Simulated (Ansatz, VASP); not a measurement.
**Two plane-wave programs on Si2Mo**

```
Si Mo
1.0
     4.58547    0.00000    0.00000
    -2.29274    3.97113    0.00000
     0.00000    0.00000    6.57976
Si Mo
6 3
Direct
  0.16394 0.83606 0.83333
  0.32789 0.16394 0.16667
  0.83606 0.67211 0.50000
  0.83606 0.16394 0.83333
  0.67211 0.83606 0.16667
  0.16394 0.32789 0.50000
  0.50000 0.00000 0.50000
  0.00000 0.50000 0.16667
  0.50000 0.50000 0.83333
```

Alike in both runs: functional PBE; k mesh 12 × 12 × 6; occupations gaussian, width 0.01 eV; no spin polarisation.

Ansatz relaxed the structure, and its values are those at the end. VASP's run is a single point on that final structure, the one shown.

|  | VASP | Ansatz |
| --- | --- | --- |
| version | VASP 6.6.1 | Ansatz 0.2.0 |
| potentials or method | VASP PAW PBE potentials, release 64 (Si, Mo_sv), cutoff 520 eV | scalar-relativistic, plane waves, PAW |
| valence electrons in the cell | 66 | 66 |

Ansatz gave:

- gap on the k mesh at the Fermi level (eV): 0.05
- least direct gap on the mesh (eV): 0.54
- pressure (GPa): 3.5

**Question.** What did VASP give for the same quantities?

**Answer.** gap on the k mesh at the Fermi level (eV): 0.05; least direct gap on the mesh (eV): 0.54; pressure (GPa): 3.7.

With one functional, cell and mesh, what is left measures potentials, basis and numerics. Ansatz's warnings: stress scf threshold loose.
